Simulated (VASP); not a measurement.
**SiC5: single point with PBE**

Crystal: SiC5.

```
Si C
1.0
     4.18932    0.00000    0.00000
     0.00000    4.18932    0.00000
     0.00000    0.00000    2.91054
Si C
1 5
Cartesian
  2.0947 2.0947 0.0000
  3.4096 3.4096 1.4553
  0.7798 0.7798 1.4553
  0.7798 3.4096 1.4553
  3.4096 0.7798 1.4553
  0.0000 0.0000 0.0000
```

The cell was built from a structure type or drawn by symmetry, and may not be a known phase.

```yaml
Program: VASP 6.6.1
Task: single point
Functional: PBE
Potentials_or_basis: VASP PAW PBE potentials, release 64 (Si, C)
Cutoff: 520 eV
k_mesh: 10 × 10 × 12
Occupations: gaussian, width 0.1 eV
Spin: no spin polarisation
```

```yaml
Pressure: 0.4 GPa
Largest_force: 0.071 eV/Å
Band_gap_on_the_k_mesh: zero (bands 12 and 13 overlap by 1.41 eV)
```

Forces in eV/Å, atoms in the order of the input:
```
Si   0.000  0.000  0.000
C   -0.050 -0.050  0.000
C    0.050  0.050  0.000
C    0.050 -0.050  0.000
C   -0.050  0.050  0.000
C    0.000  0.000  0.000
```

Stress tensor (GPa, compression positive):
```
0.44 0.00 0.00
0.00 0.44 0.00
0.00 0.00 0.27
```

Levels at points of the mesh, in eV from the Fermi level:
```
           k point  band 10  band 11  band 12  band 13  band 14  band 15
(0.00, 0.00, 0.00)    -3.83     0.07     0.07     0.63     1.87     1.87
(0.50, 0.00, 0.00)    -1.07    -0.01     0.34     0.44     1.93     3.02
(0.50, 0.50, 0.00)    -3.18    -0.36    -0.36     0.92     0.92     1.79
(0.00, 0.00, 0.50)    -2.50    -2.50    -2.25     1.27     2.41     2.41
(0.50, 0.00, 0.50)    -4.00    -2.67    -1.72    -0.58     0.98     4.86
(0.50, 0.50, 0.50)    -2.64    -1.14    -1.14     2.50     2.50     4.43
```

Wall time 110 s on 1 thread of Intel Xeon 8259CL, with other jobs on the host, peak memory 0.25 GiB.
